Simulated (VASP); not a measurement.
# CdO (Fm-3m) in VASP: single point with r2SCAN

Aim: the single point of CdO with r2SCAN.

All numbers are computed with VASP 6.6.1; they aren't measurements. Logs are shortened: lines on timing, memory, paths and dates and some standing lists are left out, and cuts for length are marked.

## (1) The cell of the first run

It takes space group Fm-3m (No. 225, cubic). The conventional cell has a = 4.706 Å, b = 4.706 Å, c = 4.706 Å, α = 90.00°, β = 90.00°, γ = 90.00°. Cd (site symmetry m-3m) has 6 O at 2.35 Å within 3.1 Å. O (site symmetry m-3m) has 6 Cd at 2.35 Å within 3.1 Å.

## (2) Single point, r2SCAN

POSCAR

```
CdO
1.0
    0.0000000000      2.3530013823      2.3530013823
    2.3530013823      0.0000000000      2.3530013823
    2.3530013823      2.3530013823      0.0000000000
Cd O
1 1
Direct
    0.0000000000      0.0000000000      0.0000000000
    0.5000000000      0.5000000000      0.5000000000
```

INCAR.step1

```
SYSTEM = CdO
PREC = Accurate
ENCUT = 770
ISMEAR = -1
SIGMA = 0.02
LREAL = .FALSE.
LASPH = .TRUE.
NELM = 120
NBANDS = 20
GGA = PE
ALGO = Normal
EDIFF = 1E-5
LWAVE = .TRUE.
LCHARG = .FALSE.
GGA_COMPAT = .FALSE.
```

INCAR.step2

```
SYSTEM = CdO
PREC = Accurate
ENCUT = 770
EDIFF = 1E-6
ISMEAR = -1
SIGMA = 0.02
LREAL = .FALSE.
LASPH = .TRUE.
NELM = 120
ALGO = Normal
ISIF = 2
LWAVE = .FALSE.
LCHARG = .TRUE.
METAGGA = R2SCAN
LMIXTAU = .TRUE.
LELF = .TRUE.
LVHAR = .TRUE.
NBANDS = 20
ISTART = 1
GGA_COMPAT = .FALSE.
```

KPOINTS

```
Automatic mesh
0
G
  8 8 8
  0 0 0
```

Potentials or basis: VASP PAW PBE potentials, release 64 (Cd_sv_GW, O).

On the command line:

```
cat potpaw_PBE.64/Cd_sv_GW/POTCAR potpaw_PBE.64/O/POTCAR > POTCAR
cp INCAR.step1 INCAR
mpirun -np 1 vasp_std > vasp.out
cp INCAR.step2 INCAR
mpirun -np 1 vasp_std > vasp.out
```

OUTCAR:

```text
SYSTEM = CdO
   PREC = Accurate
   ENCUT = 770
   EDIFF = 1E-6
   ISMEAR = -1
   LREAL = .FALSE.
   LASPH = .TRUE.
   NELM = 120
   ISIF = 2
   METAGGA = R2SCAN
   ISTART = 1

 ion  position               nearest neighbor table
   1  0.000  0.000  0.000-
   2  0.500  0.500  0.500-

  LATTYP: Found a face centered cubic cell.
 ALAT       =     4.7060027646

  Lattice vectors:

 A1 = (   0.0000000000,   2.3530013823,   2.3530013823)
 A2 = (   2.3530013823,   0.0000000000,   2.3530013823)
 A3 = (   2.3530013823,   2.3530013823,   0.0000000000)

Analysis of symmetry for initial positions (statically):
=====================================================================
 Subroutine PRICEL returns:
 Original cell was already a primitive cell.

 Routine SETGRP: Setting up the symmetry group for a
 face centered cubic supercell.

 Subroutine GETGRP returns: Found 48 space group operations
 (whereof 48 operations were pure point group operations)
 out of a pool of 48 trial point group operations.

The static configuration has the point symmetry O_h .

Analysis of symmetry for dynamics (positions and initial velocities):
=====================================================================
 Subroutine PRICEL returns:
 Original cell was already a primitive cell.

 Routine SETGRP: Setting up the symmetry group for a
 face centered cubic supercell.

 Subroutine GETGRP returns: Found 48 space group operations
 (whereof 48 operations were pure point group operations)
 out of a pool of 48 trial point group operations.

The dynamic configuration has the point symmetry O_h .

 Subroutine INISYM returns: Found 48 space group operations
 (whereof 48 operations are pure point group operations),
 and found     1 'primitive' translations

----------------------------------------------------------------------------------------

                                     Primitive cell

  volume of cell :      26.0553

  direct lattice vectors                    reciprocal lattice vectors
     0.000000000  2.353001382  2.353001382    -0.212494563  0.212494563  0.212494563
     2.353001382  0.000000000  2.353001382     0.212494563 -0.212494563  0.212494563
     2.353001382  2.353001382  0.000000000     0.212494563  0.212494563 -0.212494563

  length of vectors
     3.327646467  3.327646467  3.327646467     0.368051379  0.368051379  0.368051379

  position of ions in fractional coordinates (direct lattice)
     0.000000000  0.000000000  0.000000000
     0.500000000  0.500000000  0.500000000

  ion indices of the primitive-cell ions
   primitive index   ion index
                 1           1
                 2           2

----------------------------------------------------------------------------------------

 KPOINTS: Automatic mesh

Automatic generation of k-mesh.
 Grid dimensions read from file:
 generate k-points for:    8    8    8

 Generating k-lattice:

  Cartesian coordinates                     Fractional coordinates (reciprocal lattice)
    -0.026561820  0.026561820  0.026561820     0.125000000  0.000000000  0.000000000
     0.026561820 -0.026561820  0.026561820     0.000000000  0.125000000  0.000000000
     0.026561820  0.026561820 -0.026561820     0.000000000  0.000000000  0.125000000

  Length of vectors
     0.046006422  0.046006422  0.046006422

  Shift w.r.t. Gamma in fractional coordinates (k-lattice)
     0.000000000  0.000000000  0.000000000

 Subroutine IBZKPT returns following result:
 ===========================================

 Found     29 irreducible k-points:

 Following reciprocal coordinates:
            Coordinates               Weight
  0.000000  0.000000  0.000000      1.000000
  0.125000  0.000000  0.000000      8.000000
  0.250000  0.000000  0.000000      8.000000
  0.375000  0.000000  0.000000      8.000000
  0.500000  0.000000  0.000000      4.000000
  0.125000  0.125000  0.000000      6.000000
[... 16 lines left out ...]
  0.500000  0.250000  0.125000     48.000000
 -0.375000  0.250000  0.125000     24.000000
 [... further k-points ...]
   k-points           NKPTS =     29   k-points in BZ     NKDIM =     29   number of bands    NBANDS=     20
   number of dos      NEDOS =    301   number of ions     NIONS =      2
   total plane-waves  NPLWV =  27000
   dimension x,y,z NGX =    30 NGY =   30 NGZ =   30
   dimension x,y,z NGXF=    60 NGYF=   60 NGZF=   60
   ions per type =               1   1
   NGX,Y,Z   is equivalent  to a cutoff of  14.99, 14.99, 14.99 a.u.
   NGXF,Y,Z  is equivalent  to a cutoff of  29.98, 29.98, 29.98 a.u.
 SYSTEM =  CdO
   PREC   = accura    normal or accurate (medium, high low for compatibility)
   ISTART =      1    job   : 0-new  1-cont  2-samecut
   ICHARG =      0    charge: 1-file 2-atom 10-const
   ISPIN  =      1    spin polarized calculation?
   LNONCOLLINEAR =      F non collinear calculations
   LSORBIT =      F    spin-orbit coupling
   LASPH  =      T    aspherical Exc in radial PAW
   ENCUT  =  770.0 eV  56.59 Ry    7.52 a.u.   7.53  7.53  7.53*2*pi/ulx,y,z
   NELM   =    120;   NELMIN=  2; NELMDL=  0     # of ELM steps
   EDIFF  = 0.1E-05   stopping-criterion for ELM
   LREAL  =      F    real-space projection
[... 7 lines left out ...]
   TEBEG  =    0.0;   TEEND  =   0.0 temperature during run
   PSTRESS=    0.0 pullay stress
   NELECT =      26.0000    total number of electrons
   NUPDOWN=      -1.0000    fix difference up-down
   EMIN   =  10.00;   EMAX   =-10.00  energy-range for DOS
   EFERMI =   0.00;   METHOD = LEGACY
   ISMEAR =    -1;   SIGMA  =   0.02  broadening in eV -4-tet -1-fermi 0-gaus
   EFERMI_NEDOS =   21; number of points for ismear=-14 and -15
   IALGO  =     38    algorithm
   IMIX   =      4    mixing-type and parameters
     AMIX     =   0.40;   BMIX     =  1.00
     AMIX_MAG =   1.60;   BMIX_MAG =  1.00
  volume/ion in A,a.u.               =      13.03        87.92
  Fermi-wavevector in a.u.,A,eV,Ry     =   1.635939  3.091476 36.413222  2.676296
  Thomas-Fermi vector in A             =   2.727328
   LORBIT       =      0    0 simple, 1 ext, 2 COOP (PROOUT), +10 PAW based schemes
   METAGGA = R2SCAN    functional components
   LHFCALC =     F    Hartree Fock is set to
   AEXX    =    0.0000 exact exchange contribution
   IVDW    =     0    specifies the selected vdW correction
   LEPSILON=     F    determine dielectric tensor
   LRPA    =     F    only Hartree local field effects (RPA)
 non-spin polarized calculation
  energy-cutoff  :      770.00
  volume of cell :       26.06
 maximum number of plane-waves:      1283
   NGX = 15   NGY = 15   NGZ = 15

 number of electron      25.9999994 magnetization

 Free energy of the ion-electron system (eV)
  ---------------------------------------------------
  ext. energy  EPLUGINS =         0.00000000
  ---------------------------------------------------
  free energy    TOTEN  =       -28.67314933 eV

  energy without entropy =      -28.67302044  energy(sigma->0) =      -28.67308488

 E-fermi :   4.6710     XC(G=0): -12.5364

 val. band max:        4.5958229040   @ k =   0.5000   0.0000   0.0000
 cond. band min:       4.6968137006   @ k =   0.0000   0.0000   0.0000
 fundamental gap:      0.1009907965
 Fermi energy:         4.6710075482

 k-point     1 :       0.0000    0.0000    0.0000
  band No.  band energies     occupation
      1     -98.5785      2.00000
      2     -58.7599      2.00000
      3     -58.7599      2.00000
      4     -58.7599      2.00000
      5     -13.6502      2.00000
      6      -2.3063      2.00000
[... 12 lines left out ...]
     19      23.8645      0.00000
     20      23.8645      0.00000

 k-point     2 :       0.1250    0.0000    0.0000
  band No.  band energies     occupation
      1     -98.5784      2.00000
      2     -58.7624      2.00000
      3     -58.7603      2.00000
      4     -58.7603      2.00000
      5     -13.5510      2.00000
      6      -2.3684      2.00000
[... 12 lines left out ...]
     19      24.0930      0.00000
     20      24.0930      0.00000

 k-point     3 :       0.2500    0.0000    0.0000
  band No.  band energies     occupation
      1     -98.5780      2.00000
      2     -58.7680      2.00000
      3     -58.7612      2.00000
      4     -58.7612      2.00000
      5     -13.3009      2.00000
      6      -2.6079      2.00000
[... 12 lines left out ...]
     19      24.9509      0.00000
     20      24.9509      0.00000

 k-point     4 :       0.3750    0.0000    0.0000
  band No.  band energies     occupation
      1     -98.5777      2.00000
      2     -58.7736      2.00000
      3     -58.7621      2.00000
      4     -58.7621      2.00000
      5     -13.0333      2.00000
      6      -2.9838      2.00000
[... 12 lines left out ...]
     19      26.3406      0.00000
     20      26.3406      0.00000

 k-point     5 :       0.5000    0.0000    0.0000
  band No.  band energies     occupation
      1     -98.5775      2.00000
      2     -58.7760      2.00000
      3     -58.7624      2.00000
      4     -58.7624      2.00000
      5     -12.9165      2.00000
      6      -3.1747      2.00000
[... 12 lines left out ...]
     19      26.1009      0.00000
     20      27.6612      0.00000
[... 353 lines left out ...]
      6      -2.7391      2.00000
[... 12 lines left out ...]
     19      28.6706      0.00000
     20      30.0315      0.00000

 k-point    22 :       0.3750    0.2500    0.1250
  band No.  band energies     occupation
      1     -98.5778      2.00000
      2     -58.7694      2.00000
      3     -58.7643      2.00000
      4     -58.7623      2.00000
      5     -13.1778      2.00000
      6      -2.7172      2.00000
[... 12 lines left out ...]
     19      26.6593      0.00000
     20      27.4041      0.00000

 k-point    23 :       0.5000    0.2500    0.1250
  band No.  band energies     occupation
      1     -98.5775      2.00000
      2     -58.7725      2.00000
      3     -58.7660      2.00000
      4     -58.7633      2.00000
      5     -13.0097      2.00000
      6      -2.7727      2.00000
[... 12 lines left out ...]
     19      26.0229      0.00000
     20      27.4383      0.00000

 k-point    24 :      -0.3750    0.2500    0.1250
  band No.  band energies     occupation
      1     -98.5774      2.00000
      2     -58.7739      2.00000
      3     -58.7665      2.00000
      4     -58.7638      2.00000
      5     -12.9387      2.00000
      6      -2.8490      2.00000
[... 12 lines left out ...]
     19      24.9047      0.00000
     20      28.0232      0.00000

 [... further k-points ...]
[... 5 lines left out ...]
  --------------------------------------------------------------------------------------
  -------------------------------------------------------------------------------------
  Total       -0.0640988     -0.0640988     -0.0640988     -0.0000000     -0.0000000     -0.0000000
  in kB       -3.9415217     -3.9415217     -3.9415217     -0.0000000     -0.0000000     -0.0000000
  external PRESSURE =      -3.9415217 kB  Pullay stress =       0.0000000 kB

 VOLUME and BASIS-vectors are now :
 -----------------------------------------------------------------------------
  energy-cutoff  :      770.00
  volume of cell :       26.06
      direct lattice vectors                 reciprocal lattice vectors
     0.000000000  2.353001382  2.353001382    -0.212494563  0.212494563  0.212494563
     2.353001382  0.000000000  2.353001382     0.212494563 -0.212494563  0.212494563
     2.353001382  2.353001382  0.000000000     0.212494563  0.212494563 -0.212494563

 POSITION                                       TOTAL-FORCE (eV/Angst)
 -----------------------------------------------------------------------------------
      0.00000      0.00000      0.00000         0.000000      0.000000     -0.000000
      2.35300      2.35300      2.35300         0.000000     -0.000000      0.000000
 -----------------------------------------------------------------------------------
    total drift:                               -0.000000      0.000000      0.000000

  FREE ENERGIE OF THE ION-ELECTRON SYSTEM (eV)
  ---------------------------------------------------
  free  energy   TOTEN  =       -28.6731493277 eV

  energy  without entropy=      -28.6730204399  energy(sigma->0) =      -28.67308488
```

Wall time 2.8 min (1 thread of AMD EPYC 7R43 (Zen 3), shared host); peak memory 0.16 GiB.

Results:

```
Free energy            : -28.6731 eV
Pressure               : -0.4 GPa
Band gap on the k mesh : 0.10 eV (least direct gap 1.46 eV)
```

Levels at points of the mesh, in eV from the valence-band top:
| k point | band 10 | band 11 | band 12 | band 13 | band 14 | band 15 | band 16 | band 17 |
| --- | --- | --- | --- | --- | --- | --- | --- | --- |
| (0.00, 0.00, 0.00) | -6.59 | -1.36 | -1.36 | -1.36 | 0.10 | 15.21 | 17.78 | 17.78 |
| (0.50, 0.00, 0.00) | -6.37 | -3.82 | 0.00 | 0.00 | 5.07 | 8.02 | 12.73 | 12.73 |
| (0.50, 0.50, 0.00) | -5.92 | -4.27 | -2.31 | -2.31 | 4.59 | 9.28 | 11.80 | 14.27 |

Caveat: semilocal functionals underestimate gaps, and a narrow one can read as zero; the PAW data sets were made with another functional, which shifts forces and pressure a little. A k mesh can miss the band edges.
